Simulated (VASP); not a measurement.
# ZnO (P6_3mc) in VASP: further runs, part 2 of 2

VASP 6.6.1.

### Step 3. Single point, PBE (13.56 Å³/atom)

This run uses another cell than the first one, of 13.56 Å³/atom.

The input, INCAR:

```
SYSTEM = ZnO
PREC     = Accurate       ! precision mode
ENCUT    = 520            ! plane-wave cutoff, eV
EDIFF    = 1E-7           ! SCF threshold, eV
ISMEAR   = 0              ! smearing method
SIGMA    = 0.02           ! smearing width, eV
LREAL    = .False.        ! projectors in reciprocal space
LASPH    = .True.         ! aspherical terms in the spheres
NELM     = 100            ! most SCF steps
ALGO     = Normal         ! electronic algorithm
ISIF     = 2              ! what is computed and relaxed
LWAVE    = .False.        ! write WAVECAR
LCHARG   = .False.        ! write CHGCAR
GGA      = PE             ! functional
NBANDS   = 26             ! bands
```

The input, KPOINTS:

```
Automatic mesh
0
Gamma
  9 9 6
  0 0 0
```

The input, POSCAR:

```
ZnO
1.0
    3.3855126500      0.0000000000      0.0000000000
   -1.6927563250      2.9319399598      0.0000000000
    0.0000000000      0.0000000000      5.4640171406
Zn O
2 2
Direct
    0.3333333333      0.6666666667      0.8104565264
    0.6666666667      0.3333333333      0.3104565264
    0.6666666667      0.3333333333      0.6895524379
    0.3333333333      0.6666666667      0.1895524379
```

Potentials or basis: VASP PAW PBE potentials, release 64 (Zn, O).

Command:

```
$ cat potpaw_PBE.64/Zn/POTCAR potpaw_PBE.64/O/POTCAR > POTCAR
$ mpirun -np 1 vasp_std > vasp.out
```

OUTCAR:

```text
SYSTEM = ZnO
   PREC = Accurate
   ENCUT = 520
   EDIFF = 1E-7
   ISMEAR = 0
   LREAL = .False.
   LASPH = .True.
   NELM = 100
   ISIF = 2
   GGA = PE

 ion  position               nearest neighbor table
   1  0.333  0.667  0.810-   3 2.06   3 2.06   3 2.06   4 2.07
   2  0.667  0.333  0.310-   4 2.06   4 2.06   4 2.06   3 2.07
   3  0.667  0.333  0.690-   1 2.06   1 2.06   1 2.06   2 2.07
   4  0.333  0.667  0.190-   2 2.06   2 2.06   2 2.06   1 2.07

  LATTYP: Found a hexagonal cell.
 ALAT       =     3.3855126500
 C/A-ratio  =     1.6139408431

  Lattice vectors:

 A1 = (   3.3855126500,   0.0000000000,   0.0000000000)
 A2 = (  -1.6927563250,   2.9319399598,   0.0000000000)
 A3 = (   0.0000000000,   0.0000000000,   5.4640171406)

Analysis of symmetry for initial positions (statically):
=====================================================================
 Subroutine PRICEL returns:
 Original cell was already a primitive cell.

 Routine SETGRP: Setting up the symmetry group for a
 hexagonal supercell.
[... 170 lines left out ...]
  free energy    TOTEN  =       -17.72038656 eV

  energy without entropy =      -17.72038656  energy(sigma->0) =      -17.72038656

 E-fermi :   0.2001     XC(G=0): -10.2334

 val. band max:        0.1192287330   @ k =   0.0000   0.0000   0.0000
 cond. band min:       0.7015904363   @ k =   0.0000   0.0000   0.0000
 fundamental gap:      0.5823617033
 Fermi energy:         0.2001090354

 k-point     1 :       0.0000    0.0000    0.0000
  band No.  band energies     occupation
      1     -17.0216      2.00000
      2     -16.4826      2.00000
      3      -5.0600      2.00000
      4      -5.0600      2.00000
      5      -5.0315      2.00000
      6      -4.9079      2.00000
[... 685 lines left out ...]
     25      13.0280      0.00000
     26      13.3123      0.00000

 [... further k-points ...]

------------------------ aborting loop because EDIFF is reached ----------------------------------------

  FORCE on cell =-STRESS in cart. coord.  units (eV):
  Direction    XX          YY          ZZ          XY          YZ          ZX
  --------------------------------------------------------------------------------------
  -------------------------------------------------------------------------------------
  Total       -3.1839059     -3.1839059     -3.1465553      0.0000000     -0.0000000      0.0000000
  in kB      -94.0544261    -94.0544261    -92.9510689      0.0000000     -0.0000000      0.0000000
  external PRESSURE =     -93.6866403 kB  Pullay stress =       0.0000000 kB

 VOLUME and BASIS-vectors are now :
 -----------------------------------------------------------------------------
  energy-cutoff  :      520.00
  volume of cell :       54.24
      direct lattice vectors                 reciprocal lattice vectors
     3.385512650  0.000000000  0.000000000     0.295376241  0.170535552  0.000000000
    -1.692756325  2.931939960  0.000000000     0.000000000  0.341071104  0.000000000
     0.000000000  0.000000000  5.464017141     0.000000000  0.000000000  0.183015531

 POSITION                                       TOTAL-FORCE (eV/Angst)
 -----------------------------------------------------------------------------------
     -0.00000      1.95463      4.42835        -0.000000      0.000000     -0.001265
      1.69276      0.97731      1.69634         0.000000     -0.000000     -0.001265
      1.69276      0.97731      3.76773        -0.000000      0.000000      0.001265
     -0.00000      1.95463      1.03572        -0.000000     -0.000000      0.001265
 -----------------------------------------------------------------------------------
    total drift:                               -0.000000     -0.000000      0.002845

  FREE ENERGIE OF THE ION-ELECTRON SYSTEM (eV)
  ---------------------------------------------------
  free  energy   TOTEN  =       -17.7203865561 eV

  energy  without entropy=      -17.7203865561  energy(sigma->0) =      -17.72038656
```

stdout:

```text
POSCAR found type information on POSCAR ZnO
 POSCAR found :  2 types and       4 ions
 scaLAPACK will be used
 LDA part: xc-table for (Slater+PW92), standard interpolation
 POSCAR, INCAR and KPOINTS ok, starting setup
 FFT: planning ... GRIDC
 FFT: planning ... GRID_SOFT
 FFT: planning ... GRID
 WAVECAR not read
 entering main loop
```

Run time: 76 s. Hardware: 1 thread of Intel Xeon 6975P-C (Granite Rapids), shared host; peak memory 0.2 GiB.

Results:

```yaml
Free_energy: -17.7204 eV
Pressure: -9.4 GPa
Band_gap_on_the_k_mesh: 0.58 eV
```

Stress tensor (GPa, compression positive):
```
-9.41  0.00  0.00
 0.00 -9.41  0.00
 0.00  0.00 -9.30
```

Levels at points of the mesh, in eV from the valence-band top:
```
           k point  band 14  band 15  band 16  band 17  band 18  band 19  band 20  band 21  band 22  band 23
(0.00, 0.00, 0.00)    -0.65    -0.65    -0.05     0.00     0.00     0.58     4.73     7.75    12.23    12.23
(0.00, 0.00, 0.50)    -2.16    -0.32    -0.32    -0.32    -0.32     3.12     3.12     9.52     9.52    12.50
```

Caveat: the cell stands under tension.

### Step 4. Relaxation of shape and atoms at fixed volume, PBE (10.85 Å³/atom)

This run uses another cell than the first one, of 10.85 Å³/atom.

The input, INCAR:

```
ALGO = Normal
EDIFF = 1E-7
EDIFFG = -0.01
ENCUT = 600
GGA = PE
IBRION = 2
ISIF = 4
ISMEAR = 0
LASPH = True
LCHARG = False
LREAL = False
LWAVE = False
NELM = 60
NSW = 50
PREC = Accurate
SIGMA = 0.02
```

The input, KPOINTS:

```
k-points
0
Gamma
  9 9 6
```

The input, POSCAR:

```
ZnO
1.0
    3.1428315424      0.0000000000      0.0000000000
   -1.5714157712      2.7217719555      0.0000000000
    0.0000000000      0.0000000000      5.0723441895
Zn O
2 2
Direct
    0.3333333333      0.6666666667      0.8104565264
    0.6666666667      0.3333333333      0.3104565264
    0.6666666667      0.3333333333      0.6895524379
    0.3333333333      0.6666666667      0.1895524379
```

Command:

```
$ cat potpaw_PBE.64/Zn/POTCAR potpaw_PBE.64/O/POTCAR > POTCAR
$ mpirun -np 1 vasp_std > vasp.out
```

Run time: 78 s. Hardware: 1 thread of Intel Xeon 6975P-C (Granite Rapids), shared host; peak memory 0.2 GiB.

It converged, with:

```yaml
Free_energy: -17.4559 eV
Pressure_after_relaxing: 23.2 GPa
Largest_force_after_relaxing: 0.010 eV/Å
Band_gap_on_the_k_mesh: 0.91 eV
```

Forces on the atoms (eV/Å):
```
Zn   0.000  0.000  0.010
Zn   0.000  0.000  0.010
O    0.000  0.000 -0.010
O    0.000  0.000 -0.010
```

Stress tensor (GPa, compression positive):
```
23.31  0.00  0.00
 0.00 23.31  0.00
 0.00  0.00 23.12
```

Final structure:
```xyz
4
Lattice="3.1428 0.0000 0.0000 -1.5714 2.7218 0.0000 0.0000 0.0000 5.0723" Properties=species:S:1:pos:R:3 pbc="T T T"
Zn    0.0000    1.8145    4.1109
Zn    1.5714    0.9073    1.5747
O     1.5714    0.9073    3.4976
O     0.0000    1.8145    0.9615
```

Levels at points of the mesh, in eV from the valence-band top:
```
           k point  band 16  band 17  band 18  band 19  band 20  band 21
(0.00, 0.00, 0.00)    -0.12     0.00     0.00     0.91     5.57     8.49
(0.00, 0.00, 0.50)    -0.45    -0.45    -0.45     3.66     3.66    10.42
```

Caveat: the relaxation stopped at its first step, so nothing moved.

### Step 5. Relaxation of shape and atoms at fixed volume, PBE (11.22 Å³/atom)

This run uses another cell than the first one, of 11.22 Å³/atom.

The input, INCAR:

```
PREC     = Accurate       # precision mode
ENCUT    = 600            # plane-wave cutoff, eV
EDIFF    = 1E-6           # SCF threshold, eV
ISMEAR   = 0              # smearing method
SIGMA    = 0.02           # smearing width, eV
LREAL    = False          # projectors in reciprocal space
LASPH    = True           # aspherical terms in the spheres
NELM     = 60             # most SCF steps
ALGO     = Normal         # electronic algorithm
ISIF     = 4              # what is computed and relaxed
LWAVE    = False          # write WAVECAR
LCHARG   = False          # write CHGCAR
GGA      = PE             # functional
IBRION   = 2              # ionic algorithm
NSW      = 50             # ionic steps
EDIFFG   = -0.01          # ionic threshold
```

The input, KPOINTS:

```
regular mesh
0
Gamma
  9 9 6
```

The input, POSCAR:

```
ZnO
1.0
    3.1781472123      0.0000000000      0.0000000000
   -1.5890736062      2.7523562228      0.0000000000
    0.0000000000      0.0000000000      5.1293415915
Zn O
2 2
Direct
    0.3333333333      0.6666666667      0.8104565264
    0.6666666667      0.3333333333      0.3104565264
    0.6666666667      0.3333333333      0.6895524379
    0.3333333333      0.6666666667      0.1895524379
```

Command:

```
$ cat potpaw_PBE.64/Zn/POTCAR potpaw_PBE.64/O/POTCAR > POTCAR
$ mpirun -np 1 vasp_std > vasp.out
```

Wall time 62 s (1 thread of Intel Xeon 6975P-C (Granite Rapids), shared host); peak memory 0.2 GiB.

The run converged. Its results:

```
Free energy                  : -17.6398 eV
Pressure after relaxing      : 16.2 GPa
Largest force after relaxing : 0.007 eV/Å
Band gap on the k mesh       : 0.87 eV
```

Forces in eV/Å, atoms in the order of the input:
```
Zn   0.000  0.000  0.007
Zn   0.000  0.000  0.007
O    0.000  0.000 -0.007
O    0.000  0.000 -0.007
```

Stress tensor (GPa, compression positive):
```
16.24  0.00  0.00
 0.00 16.24  0.00
 0.00  0.00 16.12
```

Final structure:
```cif
data_structure
_symmetry_space_group_name_H-M 'P 1'
_symmetry_Int_Tables_number 1
_cell_length_a 3.1781
_cell_length_b 3.1781
_cell_length_c 5.1293
_cell_angle_alpha 90.000
_cell_angle_beta 90.000
_cell_angle_gamma 120.000
_cell_volume 44.87
loop_
_atom_site_label
_atom_site_type_symbol
_atom_site_fract_x
_atom_site_fract_y
_atom_site_fract_z
_atom_site_occupancy
Zn1 Zn 0.33333 0.66667 0.81046 1
Zn2 Zn 0.66667 0.33333 0.31046 1
O1 O 0.66667 0.33333 0.68955 1
O2 O 0.33333 0.66667 0.18955 1
```

Levels at points of the mesh, in eV from the valence-band top:
```
           k point  band 16  band 17  band 18  band 19  band 20  band 21
(0.00, 0.00, 0.00)    -0.11     0.00     0.00     0.87     5.45     8.38
(0.00, 0.00, 0.50)    -0.43    -0.43    -0.43     3.58     3.58    10.29
```

Caveat: the relaxation stopped at its first step, so nothing moved.

### Step 6. Summary

| task | cell | cutoff (eV) | gap on the mesh (eV) | pressure (GPa) | largest force (eV/Å) |
| --- | --- | --- | --- | --- | --- |
| single point | a = 3.344, b = 3.344, c = 5.397 Å, angles 90.0, 90.0, 120.0°, 4 atoms | 520 | 0.64 | -5.9 | - |
| single point | a = 3.386, b = 3.386, c = 5.464 Å, angles 90.0, 90.0, 120.0°, 4 atoms | 520 | 0.58 | -9.4 | - |
| relaxation of shape and atoms at fixed volume | relaxed from a = 3.143, b = 3.143, c = 5.072 Å, angles 90.0, 90.0, 120.0°, 4 atoms | 600 | 0.91 | 23.2 | 0.01 |
| relaxation of shape and atoms at fixed volume | relaxed from a = 3.178, b = 3.178, c = 5.129 Å, angles 90.0, 90.0, 120.0°, 4 atoms | 600 | 0.87 | 16.2 | 0.01 |

Alike in all rows: level PBE; potentials or basis VASP PAW PBE potentials, release 64 (Zn, O); no spin polarisation; k mesh 9 × 9 × 6; smearing gaussian 0.02 eV.

Caveats: the cell stands under tension (at least some runs); the relaxation stopped at its first step, so nothing moved (at least some runs).

Absolute energies hang on the potentials; compare differences alone.
